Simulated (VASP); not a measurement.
# SrO (Fm-3m) in VASP: settings compared

Aim: see how the results for SrO move with the level of theory and the settings. Levels: BLYP, PBE. Tasks: single point.

Program: VASP 6.6.1. These are calculated values, not measurements. Logs are shortened: lines on timing, memory, paths and dates and some standing lists are left out, and cuts for length are marked.

### 1 The cell of the first run

Symmetry: Fm-3m, No. 225, cubic system. Conventional cell: a = 5.205 Å, b = 5.205 Å, c = 5.205 Å, α = 90.00°, β = 90.00°, γ = 90.00°. Sr (site symmetry m-3m) has 6 O at 2.60 Å within 3.4 Å. O (site symmetry m-3m) has 6 Sr at 2.60 Å within 3.4 Å.

### 2 Single point, BLYP (17.63 Å³/atom)

The input, INCAR:

```
SYSTEM = SrO
AGGAC = 1.0
AGGAX = 1.0
ALDAC = 0.0
ALDAX = 1.0
ALGO = Normal
EDIFF = 1E-6
ENCUT = 600
GGA = B5
GGA_COMPAT = .FALSE.
ISIF = 2
ISMEAR = 0
LASPH = .TRUE.
LCHARG = .FALSE.
LREAL = .FALSE.
LWAVE = .FALSE.
NBANDS = 15
NELM = 120
PREC = Accurate
SIGMA = 0.05
```

The input, KPOINTS:

```
k-points
0
G
  8 8 8
  0 0 0
```

The input, POSCAR:

```
SrO
1.0
    0.0000000000      2.6025226277      2.6025226277
    2.6025226277      0.0000000000      2.6025226277
    2.6025226277      2.6025226277      0.0000000000
Sr O
1 1
Direct
    0.5000000000      0.5000000000      0.5000000000
    0.0000000000      0.0000000000      0.0000000000
```

Potentials or basis: VASP PAW PBE potentials, release 64 (Sr_sv, O).

The run is started by

```
cat potpaw_PBE.64/Sr_sv/POTCAR potpaw_PBE.64/O/POTCAR > POTCAR
mpirun -np 1 vasp_std > vasp.out
```

OUTCAR:

```text
SYSTEM = SrO
   EDIFF = 1E-6
   ENCUT = 600
   GGA = B5
   ISIF = 2
   ISMEAR = 0
   LASPH = .TRUE.
   LREAL = .FALSE.
   NELM = 120
   PREC = Accurate

 ion  position               nearest neighbor table
   1  0.500  0.500  0.500-   2 2.60   2 2.60   2 2.60   2 2.60   2 2.60   2 2.60
   2  0.000  0.000  0.000-   1 2.60   1 2.60   1 2.60   1 2.60   1 2.60   1 2.60

  LATTYP: Found a face centered cubic cell.
 ALAT       =     5.2050452554

  Lattice vectors:

 A1 = (   0.0000000000,   2.6025226277,   2.6025226277)
 A2 = (   2.6025226277,   0.0000000000,   2.6025226277)
 A3 = (   2.6025226277,   2.6025226277,   0.0000000000)

Analysis of symmetry for initial positions (statically):
=====================================================================
 Subroutine PRICEL returns:
 Original cell was already a primitive cell.

 Routine SETGRP: Setting up the symmetry group for a
 face centered cubic supercell.

 Subroutine GETGRP returns: Found 48 space group operations
 (whereof 48 operations were pure point group operations)
 out of a pool of 48 trial point group operations.

The static configuration has the point symmetry O_h .

Analysis of symmetry for dynamics (positions and initial velocities):
=====================================================================
 Subroutine PRICEL returns:
 Original cell was already a primitive cell.

 Routine SETGRP: Setting up the symmetry group for a
 face centered cubic supercell.

 Subroutine GETGRP returns: Found 48 space group operations
 (whereof 48 operations were pure point group operations)
 out of a pool of 48 trial point group operations.

The dynamic configuration has the point symmetry O_h .

 Subroutine INISYM returns: Found 48 space group operations
 (whereof 48 operations are pure point group operations),
 and found     1 'primitive' translations

----------------------------------------------------------------------------------------

                                     Primitive cell

  volume of cell :      35.2544

  direct lattice vectors                    reciprocal lattice vectors
     0.000000000  2.602522628  2.602522628    -0.192121288  0.192121288  0.192121288
     2.602522628  0.000000000  2.602522628     0.192121288 -0.192121288  0.192121288
     2.602522628  2.602522628  0.000000000     0.192121288  0.192121288 -0.192121288

  length of vectors
     3.680522796  3.680522796  3.680522796     0.332763833  0.332763833  0.332763833

  position of ions in fractional coordinates (direct lattice)
     0.500000000  0.500000000  0.500000000
     0.000000000  0.000000000  0.000000000

  ion indices of the primitive-cell ions
   primitive index   ion index
                 1           1
                 2           2

----------------------------------------------------------------------------------------

 KPOINTS: k-points

Automatic generation of k-mesh.
 Grid dimensions read from file:
 generate k-points for:    8    8    8

 Generating k-lattice:

  Cartesian coordinates                     Fractional coordinates (reciprocal lattice)
    -0.024015161  0.024015161  0.024015161     0.125000000  0.000000000  0.000000000
     0.024015161 -0.024015161  0.024015161     0.000000000  0.125000000  0.000000000
     0.024015161  0.024015161 -0.024015161     0.000000000  0.000000000  0.125000000

  Length of vectors
     0.041595479  0.041595479  0.041595479

  Shift w.r.t. Gamma in fractional coordinates (k-lattice)
     0.000000000  0.000000000  0.000000000

 Subroutine IBZKPT returns following result:
 ===========================================

 Found     29 irreducible k-points:

 Following reciprocal coordinates:
            Coordinates               Weight
  0.000000  0.000000  0.000000      1.000000
  0.125000  0.000000  0.000000      8.000000
  0.250000  0.000000  0.000000      8.000000
  0.375000  0.000000  0.000000      8.000000
  0.500000  0.000000  0.000000      4.000000
  0.125000  0.125000  0.000000      6.000000
[... 16 lines left out ...]
  0.500000  0.250000  0.125000     48.000000
 -0.375000  0.250000  0.125000     24.000000
 [... further k-points ...]
   k-points           NKPTS =     29   k-points in BZ     NKDIM =     29   number of bands    NBANDS=     15
   number of dos      NEDOS =    301   number of ions     NIONS =      2
   total plane-waves  NPLWV =  27000
   dimension x,y,z NGX =    30 NGY =   30 NGZ =   30
   dimension x,y,z NGXF=    60 NGYF=   60 NGZF=   60
   ions per type =               1   1
   NGX,Y,Z   is equivalent  to a cutoff of  13.55, 13.55, 13.55 a.u.
   NGXF,Y,Z  is equivalent  to a cutoff of  27.10, 27.10, 27.10 a.u.
 SYSTEM =  SrO
   PREC   = accura    normal or accurate (medium, high low for compatibility)
   ISTART =      0    job   : 0-new  1-cont  2-samecut
   ICHARG =      2    charge: 1-file 2-atom 10-const
   ISPIN  =      1    spin polarized calculation?
   LNONCOLLINEAR =      F non collinear calculations
   LSORBIT =      F    spin-orbit coupling
   LASPH  =      T    aspherical Exc in radial PAW
   ENCUT  =  600.0 eV  44.10 Ry    6.64 a.u.   7.35  7.35  7.35*2*pi/ulx,y,z
   NELM   =    120;   NELMIN=  2; NELMDL= -5     # of ELM steps
   EDIFF  = 0.1E-05   stopping-criterion for ELM
   LREAL  =      F    real-space projection
   EDIFFG = 0.1E-04   stopping-criterion for IOM
   NSW    =      0    number of steps for IOM
   IBRION =     -1    ionic relax: 0-MD 1-quasi-New 2-CG
   NFREE  =      0    steps in history (QN), initial steepest desc. (CG)
   ISIF   =      2    stress and relaxation
   ISYM   =      2    0-nonsym 1-usesym 2-fastsym
   POTIM  = 0.5000    time-step for ionic-motion
   TEBEG  =    0.0;   TEEND  =   0.0 temperature during run
   PSTRESS=    0.0 pullay stress
   NELECT =      16.0000    total number of electrons
   NUPDOWN=      -1.0000    fix difference up-down
   EMIN   =  10.00;   EMAX   =-10.00  energy-range for DOS
   EFERMI =   0.00;   METHOD = LEGACY
   ISMEAR =     0;   SIGMA  =   0.05  broadening in eV -4-tet -1-fermi 0-gaus
   EFERMI_NEDOS =   21; number of points for ismear=-14 and -15
   IALGO  =     38    algorithm
   IMIX   =      4    mixing-type and parameters
     AMIX     =   0.40;   BMIX     =  1.00
     AMIX_MAG =   1.60;   BMIX_MAG =  1.00
  volume/ion in A,a.u.               =      17.63       118.95
  Fermi-wavevector in a.u.,A,eV,Ry     =   1.258086  2.377438 21.535033  1.582780
  Thomas-Fermi vector in A             =   2.391713
   LORBIT       =      0    0 simple, 1 ext, 2 COOP (PROOUT), +10 PAW based schemes
   GGA     = B5    functional components
   LHFCALC =     F    Hartree Fock is set to
   AEXX    =    0.0000 exact exchange contribution
   IVDW    =     0    specifies the selected vdW correction
   LEPSILON=     F    determine dielectric tensor
   LRPA    =     F    only Hartree local field effects (RPA)
 non-spin polarized calculation
 Gauss-broadening in eV      SIGMA  =   0.05
  energy-cutoff  :      600.00
  volume of cell :       35.25
 maximum number of plane-waves:      1243
 NGX is ok and might be reduce to    30
   NGX = 15   NGY = 15   NGZ = 15

 number of electron      16.0000001 magnetization

 Free energy of the ion-electron system (eV)
  ---------------------------------------------------
  ext. energy  EPLUGINS =         0.00000000
  ---------------------------------------------------
  free energy    TOTEN  =       -11.49379578 eV

  energy without entropy =      -11.49379578  energy(sigma->0) =      -11.49379578

 E-fermi :   2.0488     XC(G=0):  -9.3993

 val. band max:        1.8423023737   @ k =   0.0000   0.0000   0.0000
 cond. band min:       5.2522790231   @ k =   0.5000   0.5000   0.0000
 fundamental gap:      3.4099766495
 Fermi energy:         2.0488181313

 k-point     1 :       0.0000    0.0000    0.0000
  band No.  band energies     occupation
      1     -30.7052      2.00000
      2     -13.1013      2.00000
      3     -12.4181      2.00000
      4     -12.4181      2.00000
      5     -12.4181      2.00000
      6       1.8423      2.00000
      7       1.8423      2.00000
      8       1.8423      2.00000
      9       5.8069      0.00000
     10       7.9716      0.00000
     11       7.9716      0.00000
     12       7.9716      0.00000
     13      10.0482      0.00000
     14      10.0482      0.00000
     15      14.8231      0.00000

 k-point     2 :       0.1250    0.0000    0.0000
  band No.  band energies     occupation
      1     -30.6884      2.00000
      2     -13.5218      2.00000
      3     -12.4292      2.00000
      4     -12.4292      2.00000
      5     -12.0387      2.00000
      6       1.4196      2.00000
      7       1.6596      2.00000
      8       1.6596      2.00000
      9       6.4741      0.00000
     10       7.8606      0.00000
     11       8.2611      0.00000
     12       8.2611      0.00000
     13      10.4282      0.00000
     14      10.4282      0.00000
     15      15.7363      0.00000

 k-point     3 :       0.2500    0.0000    0.0000
  band No.  band energies     occupation
      1     -30.6476      2.00000
      2     -14.0916      2.00000
      3     -12.4556      2.00000
      4     -12.4556      2.00000
      5     -11.5686      2.00000
      6       0.6418      2.00000
      7       1.2631      2.00000
      8       1.2631      2.00000
      9       7.7831      0.00000
     10       8.0195      0.00000
     11       9.0435      0.00000
     12       9.0435      0.00000
     13      11.3815      0.00000
     14      11.3815      0.00000
     15      17.4950      0.00000
[... 343 lines left out ...]
 k-point    23 :       0.5000    0.2500    0.1250
  band No.  band energies     occupation
      1     -30.5851      2.00000
      2     -14.2794      2.00000
      3     -12.7359      2.00000
      4     -12.5698      2.00000
      5     -11.5193      2.00000
      6       0.3827      2.00000
      7       0.9637      2.00000
      8       1.3388      2.00000
      9       7.4265      0.00000
     10       8.9440      0.00000
     11      10.4908      0.00000
     12      10.6724      0.00000
     13      12.5550      0.00000
     14      13.5407      0.00000
     15      15.7697      0.00000

 k-point    24 :      -0.3750    0.2500    0.1250
  band No.  band energies     occupation
      1     -30.5714      2.00000
      2     -14.3442      2.00000
      3     -12.7560      2.00000
      4     -12.6151      2.00000
      5     -11.4881      2.00000
      6       0.3500      2.00000
      7       1.0226      2.00000
      8       1.0884      2.00000
      9       8.1715      0.00000
     10       8.5534      0.00000
     11      10.8757      0.00000
     12      11.0558      0.00000
     13      13.0362      0.00000
     14      14.4594      0.00000
     15      14.7686      0.00000

 [... further k-points ...]

------------------------ aborting loop because EDIFF is reached ----------------------------------------

  FORCE on cell =-STRESS in cart. coord.  units (eV):
  Direction    XX          YY          ZZ          XY          YZ          ZX
  --------------------------------------------------------------------------------------
  -------------------------------------------------------------------------------------
  Total        0.5582124      0.5582124      0.5582124      0.0000000      0.0000000      0.0000000
  in kB       25.3686025     25.3686025     25.3686025      0.0000000      0.0000000      0.0000000
  external PRESSURE =      25.3686025 kB  Pullay stress =       0.0000000 kB

 VOLUME and BASIS-vectors are now :
 -----------------------------------------------------------------------------
  energy-cutoff  :      600.00
  volume of cell :       35.25
      direct lattice vectors                 reciprocal lattice vectors
     0.000000000  2.602522628  2.602522628    -0.192121288  0.192121288  0.192121288
     2.602522628  0.000000000  2.602522628     0.192121288 -0.192121288  0.192121288
     2.602522628  2.602522628  0.000000000     0.192121288  0.192121288 -0.192121288

 POSITION                                       TOTAL-FORCE (eV/Angst)
 -----------------------------------------------------------------------------------
      2.60252      2.60252      2.60252         0.000000      0.000000      0.000000
      0.00000      0.00000      0.00000        -0.000000     -0.000000     -0.000000
 -----------------------------------------------------------------------------------
    total drift:                               -0.000000      0.000000      0.000000

  FREE ENERGIE OF THE ION-ELECTRON SYSTEM (eV)
  ---------------------------------------------------
  free  energy   TOTEN  =       -11.4937957754 eV

  energy  without entropy=      -11.4937957754  energy(sigma->0) =      -11.49379578
```

Run time: 61 s. Hardware: 1 thread of AMD EPYC 7R13, shared host; peak memory 0.15 GiB.

Results:

```yaml
Free_energy: -11.4938 eV
Pressure: 2.5 GPa
Band_gap_on_the_k_mesh: 3.41 eV (least direct gap 3.52 eV)
```

Caveat: the PAW data sets were made with another functional, which shifts forces and pressure a little.

[end of part 1 of 2]
